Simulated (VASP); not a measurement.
# CdSe2 (P4_2/mnm) in VASP: relaxation of cell and atoms with r2SCAN+rVV10

Aim: the relaxation of cell and atoms of CdSe2 with r2SCAN+rVV10.

Program: VASP 6.6.1. These are calculated values, not measurements. Logs are shortened: lines on timing, memory, paths and dates and some standing lists are left out, and cuts for length are marked.

**1. The cell of the first run**

Symmetry: P4_2/mnm, No. 136, tetragonal system. Conventional cell: a = 6.221 Å, b = 6.221 Å, c = 4.080 Å, α = 90.00°, β = 90.00°, γ = 90.00°. Cd (site symmetry mmm) has 6 Se at 2.62 to 2.75 Å within 3.5 Å. Within 3.5 Å of Se (site symmetry m2m) lie 3 Cd at 2.62 to 2.75 Å and 1 Se at 3.30 Å.

**2. Relaxation of cell and atoms, r2SCAN+rVV10**

Contents of POSCAR:

```
CdSe2
1.0
    6.2207218559      0.0000000000      0.0000000000
    0.0000000000      6.2207218559      0.0000000000
    0.0000000000      0.0000000000      4.0797452699
Cd Se
2 4
Direct
    0.5000000000      0.5000000000      0.5000000000
    0.0000000000      0.0000000000      0.0000000000
    0.6875005930      0.6875005930      0.0000000000
    0.8124994070      0.1875005930      0.5000000000
    0.3124994070      0.3124994070      0.0000000000
    0.1875005930      0.8124994070      0.5000000000
```

Contents of INCAR.step1:

```
PREC     = Accurate       # precision mode
ENCUT    = 550            # plane-wave cutoff, eV
ISMEAR   = -1             # smearing method
SIGMA    = 0.03           # smearing width, eV
LREAL    = F              # projectors in reciprocal space
LASPH    = T              # aspherical terms in the spheres
NELM     = 120            # most SCF steps
GGA      = PE             # functional
ALGO     = Normal         # electronic algorithm
EDIFF    = 1E-5           # SCF threshold, eV
LWAVE    = T              # write WAVECAR
LCHARG   = F              # write CHGCAR
GGA_COMPAT= F            
IBRION   = 2              # ionic algorithm
ISIF     = 3              # what is computed and relaxed
EDIFFG   = -0.005         # ionic threshold
NELMIN   = 4            
NSW      = 100            # ionic steps
```

Contents of INCAR.step2:

```
PREC     = Accurate       # precision mode
ENCUT    = 550            # plane-wave cutoff, eV
EDIFF    = 1E-7           # SCF threshold, eV
ISMEAR   = -1             # smearing method
SIGMA    = 0.03           # smearing width, eV
LREAL    = F              # projectors in reciprocal space
LASPH    = T              # aspherical terms in the spheres
NELM     = 120            # most SCF steps
ALGO     = Normal         # electronic algorithm
ISIF     = 3              # what is computed and relaxed
LWAVE    = F              # write WAVECAR
LCHARG   = F              # write CHGCAR
METAGGA  = R2SCAN         # meta-GGA
LMIXTAU  = T            
LUSE_VDW = T            
IVDW_NL  = 2            
BPARAM   = 11.95        
CPARAM   = 0.0093       
IBRION   = 2              # ionic algorithm
NSW      = 100            # ionic steps
EDIFFG   = -0.01          # ionic threshold
ISTART   = 1            
GGA_COMPAT= F            
NELMIN   = 4
```

Contents of KPOINTS:

```
regular mesh
0
Gamma
  4 4 6
```

Potentials or basis: VASP PAW PBE potentials, release 64 (Cd, Se).

Launch:

```console
$ cat potpaw_PBE.64/Cd/POTCAR potpaw_PBE.64/Se/POTCAR > POTCAR
$ cp INCAR.step1 INCAR
$ mpirun -np 1 vasp_std > vasp.out
$ cp INCAR.step2 INCAR
$ mpirun -np 1 vasp_std > vasp.out
```

OUTCAR:

```text
PREC = Accurate
   ENCUT = 550
   EDIFF = 1E-7
   ISMEAR = -1
   LREAL = F
   LASPH = T
   NELM = 120
   ISIF = 3
   METAGGA = R2SCAN
   IVDW_NL = 2
   BPARAM = 11.95
   IBRION = 2
   NSW = 100
   EDIFFG = -0.01
   ISTART = 1
   NELMIN = 4

 ion  position               nearest neighbor table
   1  0.500  0.500  0.500-   3 2.62   5 2.62   3 2.62   5 2.62   4 2.75   6 2.75
   2  0.000  0.000  0.000-   4 2.62   6 2.62   4 2.62   6 2.62   5 2.75   3 2.75
   3  0.688  0.688  0.000-   1 2.62   1 2.62   2 2.75
   4  0.812  0.188  0.500-   2 2.62   2 2.62   1 2.75
   5  0.312  0.312  0.000-   1 2.62   1 2.62   2 2.75
   6  0.188  0.812  0.500-   2 2.62   2 2.62   1 2.75

  LATTYP: Found a simple tetragonal cell.
 ALAT       =     6.2207218559
 C/A-ratio  =     0.6558314878

  Lattice vectors:

 A1 = (   6.2207218559,   0.0000000000,   0.0000000000)
 A2 = (   0.0000000000,   6.2207218559,   0.0000000000)
 A3 = (   0.0000000000,   0.0000000000,   4.0797452699)

Analysis of symmetry for initial positions (statically):
=====================================================================
 Subroutine PRICEL returns:
 Original cell was already a primitive cell.

 Routine SETGRP: Setting up the symmetry group for a
 simple tetragonal supercell.

 Subroutine GETGRP returns: Found 16 space group operations
 (whereof  8 operations were pure point group operations)
 out of a pool of 16 trial point group operations.

The static configuration has the point symmetry D_2h.
 The point group associated with its full space group is D_4h.

Analysis of symmetry for dynamics (positions and initial velocities):
=====================================================================
 Subroutine PRICEL returns:
 Original cell was already a primitive cell.

 Routine SETGRP: Setting up the symmetry group for a
 simple tetragonal supercell.

 Subroutine GETGRP returns: Found 16 space group operations
 (whereof  8 operations were pure point group operations)
 out of a pool of 16 trial point group operations.

The dynamic configuration has the point symmetry D_2h.
 The point group associated with its full space group is D_4h.

 Subroutine INISYM returns: Found 16 space group operations
 (whereof  8 operations are pure point group operations),
 and found     1 'primitive' translations

[... 88 lines left out ...]
   ions per type =               2   4
   NGX,Y,Z   is equivalent  to a cutoff of  12.83, 12.83, 13.04 a.u.
   NGXF,Y,Z  is equivalent  to a cutoff of  25.66, 25.66, 26.08 a.u.
 SYSTEM =  unknown system
   PREC   = accura    normal or accurate (medium, high low for compatibility)
   ISTART =      1    job   : 0-new  1-cont  2-samecut
   ICHARG =      0    charge: 1-file 2-atom 10-const
   ISPIN  =      1    spin polarized calculation?
   LNONCOLLINEAR =      F non collinear calculations
   LSORBIT =      F    spin-orbit coupling
   LASPH  =      T    aspherical Exc in radial PAW
   ENCUT  =  550.0 eV  40.42 Ry    6.36 a.u.  11.90 11.90  7.80*2*pi/ulx,y,z
   NELM   =    120;   NELMIN=  4; NELMDL=  0     # of ELM steps
   EDIFF  = 0.1E-06   stopping-criterion for ELM
   LREAL  =      F    real-space projection
   EDIFFG = -.1E-01   stopping-criterion for IOM
   NSW    =    100    number of steps for IOM
   IBRION =      2    ionic relax: 0-MD 1-quasi-New 2-CG
   NFREE  =      1    steps in history (QN), initial steepest desc. (CG)
   ISIF   =      3    stress and relaxation
   ISYM   =      2    0-nonsym 1-usesym 2-fastsym
   POTIM  = 0.5000    time-step for ionic-motion
   TEBEG  =    0.0;   TEEND  =   0.0 temperature during run
   PSTRESS=    0.0 pullay stress
   NELECT =      48.0000    total number of electrons
   NUPDOWN=      -1.0000    fix difference up-down
   EMIN   =  10.00;   EMAX   =-10.00  energy-range for DOS
   EFERMI =   0.00;   METHOD = LEGACY
   ISMEAR =    -1;   SIGMA  =   0.03  broadening in eV -4-tet -1-fermi 0-gaus
   EFERMI_NEDOS =   21; number of points for ismear=-14 and -15
   IALGO  =     38    algorithm
   IMIX   =      4    mixing-type and parameters
     AMIX     =   0.40;   BMIX     =  1.00
     AMIX_MAG =   1.60;   BMIX_MAG =  1.00
  volume/ion in A,a.u.               =      26.31       177.57
  Fermi-wavevector in a.u.,A,eV,Ry     =   1.100822  2.080252 16.487659  1.211809
  Thomas-Fermi vector in A             =   2.237239
   LORBIT       =      0    0 simple, 1 ext, 2 COOP (PROOUT), +10 PAW based schemes
   METAGGA = R2SCAN    functional components
   LHFCALC =     F    Hartree Fock is set to
   AEXX    =    0.0000 exact exchange contribution
   IVDW_NL    =     2    kernel type
   BPARAM     =11.9500
   IVDW    =     0    specifies the selected vdW correction
   LEPSILON=     F    determine dielectric tensor
   LRPA    =     F    only Hartree local field effects (RPA)
 conjugate gradient relaxation of ions
 non-spin polarized calculation
  energy-cutoff  :      550.00
  volume of cell :      157.88
 maximum number of plane-waves:      4664
 NGX is ok and might be reduce to    48
   NGX = 23   NGY = 23   NGZ = 15

--------------------------------------- Ionic step        1  -------------------------------------------

 number of electron      47.9999999 magnetization

 Free energy of the ion-electron system (eV)
  ---------------------------------------------------
  ext. energy  EPLUGINS =         0.00000000
  ---------------------------------------------------
  free energy    TOTEN  =       -95.24918455 eV

  energy without entropy =      -95.23182622  energy(sigma->0) =      -95.24050539

------------------------ aborting loop because EDIFF is reached ----------------------------------------

  FORCE on cell =-STRESS in cart. coord.  units (eV):
  Direction    XX          YY          ZZ          XY          YZ          ZX
  --------------------------------------------------------------------------------------
  -------------------------------------------------------------------------------------
  Total        1.2051148      1.2051148      1.7066086      0.0000000      0.0000000      0.0000000
  in kB       12.2299419     12.2299419     17.3192821      0.0000000      0.0000000      0.0000000
  external PRESSURE =      13.9263886 kB  Pullay stress =       0.0000000 kB
[... 67 lines left out ...]
--------------------------------------- Ionic step        3  -------------------------------------------

 number of electron      48.0000017 magnetization

 Free energy of the ion-electron system (eV)
  ---------------------------------------------------
  ext. energy  EPLUGINS =         0.00000000
  ---------------------------------------------------
  free energy    TOTEN  =       -95.26592453 eV

  energy without entropy =      -95.24601928  energy(sigma->0) =      -95.25597190

 E-fermi :   1.1297     XC(G=0):  -9.6925

 val. band max:        1.1192339200   @ k =   0.2500   0.2500   0.0000
 cond. band min:       1.1401710087   @ k =   0.2500   0.2500   0.3333
 fundamental gap:      0.0209370887
 Fermi energy:         1.1296594105

 k-point     1 :       0.0000    0.0000    0.0000
  band No.  band energies     occupation
      1     -12.5950      2.00000
      2     -11.6537      2.00000
      3     -11.2149      2.00000
      4     -11.2149      2.00000
      5      -7.7664      2.00000
      6      -7.6776      2.00000
[... 766 lines left out ...]
  FREE ENERGIE OF THE ION-ELECTRON SYSTEM (eV)
  ---------------------------------------------------
  free  energy   TOTEN  =       -95.2659245275 eV

  energy  without entropy=      -95.2460192798  energy(sigma->0) =      -95.25597190

 reached required accuracy - stopping structural energy minimisation
```

Wall time 39 min (1 thread of Intel Xeon 8259CL, shared host); peak memory 0.61 GiB.

Results:

| Item | Value |
| --- | --- |
| Free energy | -95.2659 eV |
| Relaxed volume | 26.94 Å³/atom |
| Relaxed cell | a = 6.264 Å, b = 6.264 Å, c = 4.120 Å, α = 90.00°, β = 90.00°, γ = 90.00° |
| Space group after relaxing (to 0.1 Å) | P4_2/mnm (No. 136) |
| Energy gained by relaxing | 2.8 meV/atom |
| Ionic steps | 3 |
| Pressure after relaxing | 0.0 GPa |
| Band gap on the k mesh | zero (bands 24 and 25 overlap by 1.10 eV) |

Step by step:
| step | energy change (eV) | largest force (eV/Å) | pressure (GPa) | volume (Å³) |
| --- | --- | --- | --- | --- |
| 1 | 0.0000 | 0.0781 | 1.39 | 157.88 |
| 2 | -0.0142 | 0.0294 | -0.50 | 163.16 |
| 3 | -0.0167 | 0.0009 | 0.01 | 161.62 |

Final structure:
```
Cd Se
1.0
     6.26363    0.00000    0.00000
     0.00000    6.26363    0.00000
     0.00000    0.00000    4.11959
Cd Se
2 4
Direct
  0.50000 0.50000 0.50000
  0.00000 0.00000 0.00000
  0.68781 0.68781 0.00000
  0.81219 0.18781 0.50000
  0.31219 0.31219 0.00000
  0.18781 0.81219 0.50000
```

Caveat: the PAW data sets were made with another functional, which shifts forces and pressure a little.
